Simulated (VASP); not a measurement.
**WSe2: single point with PBE+U**

The system is WSe2.

```
CELL_PARAMETERS angstrom
3.29000 0.00000 0.00000
-1.64500 2.84922 0.00000
0.00000 0.00000 12.97000
ATOMIC_POSITIONS crystal
W 0.33333 0.66667 0.25000
W 0.66667 0.33333 0.75000
Se 0.33333 0.66667 0.62100
Se 0.66667 0.33333 0.12100
Se 0.33333 0.66667 0.87900
Se 0.66667 0.33333 0.37900
```

```json
{"Program": "VASP 6.6.1", "Task": "single point", "Functional": "PBE", "Potentials or basis": "VASP PAW PBE potentials, release 64 (W_sv, Se)", "Cutoff": "520 eV", "k mesh": "7 × 7 × 2", "Occupations": "gaussian, width 0.05 eV", "Spin": "collinear spin", "Starting moments": "[2.0, 2.0, 0.0, 0.0, 0.0, 0.0] μB", "Hubbard terms": "W d U = 1.0 eV", "Dipole correction": "no", "Further INCAR settings": "ALGO = Normal; EDIFF = 1e-06; NBANDS = 39"}
```

* Pressure: 4.7 GPa
* Largest force: 0.298 eV/Å
* Band gap on the k mesh: 1.10 eV (least direct gap 1.97 eV)
* Net moment: 0.00 μB per cell
* Valence electrons inside the program's atomic spheres: W 11.95; Se 3.91

Forces in eV/Å, atoms in the order of the input:
```
W    0.000  0.000  0.000
W    0.000  0.000  0.000
Se   0.000  0.000 -0.298
Se   0.000  0.000 -0.298
Se   0.000  0.000  0.298
Se   0.000  0.000  0.298
```

Stress tensor (GPa, compression positive):
```
4.26 0.00 0.00
0.00 4.26 0.00
0.00 0.00 5.49
```

Levels at points of the mesh, in eV from the valence-band top:
Spin up:
| k point | band 23 | band 24 | band 25 | band 26 | band 27 | band 28 | band 29 | band 30 |
| --- | --- | --- | --- | --- | --- | --- | --- | --- |
| (0.00, 0.00, 0.00) | -1.50 | -1.11 | -1.09 | 0.00 | 2.63 | 2.63 | 2.68 | 2.68 |
| (0.00, 0.00, 0.50) | -1.52 | -1.52 | -0.22 | -0.22 | 2.64 | 2.64 | 2.64 | 2.64 |
Spin down:
```tsv
k point	band 22	band 23	band 24	band 25	band 26	band 27	band 28	band 29	band 30	band 31
(0.00, 0.00, 0.00)	-1.50	-1.50	-1.11	-1.09	0.00	2.63	2.63	2.68	2.68	2.73
(0.00, 0.00, 0.50)	-1.52	-1.52	-1.52	-0.22	-0.22	2.64	2.64	2.64	2.64	2.85
```

Eigenvalues of the final occupation matrices:
```tsv
site	spin	trace	eigenvalues
site 1 d	1	1.70	0.33 0.33 0.34 0.34 0.36
site 1 d	2	1.70	0.33 0.33 0.34 0.34 0.36
site 2 d	1	1.70	0.33 0.33 0.34 0.34 0.36
site 2 d	2	1.70	0.33 0.33 0.34 0.34 0.36
```

It took 4.6 min on 1 thread of Intel Xeon 8259CL, with other jobs on the host, peak memory 0.33 GiB.

Caveat: the cell stands under pressure; spin-orbit coupling is left out, which moves the levels of the heavy elements; this functional lacks dispersion, which binds layers or chains, so the pressure and a relaxed spacing across them are unreliable. A k mesh can miss the band edges.
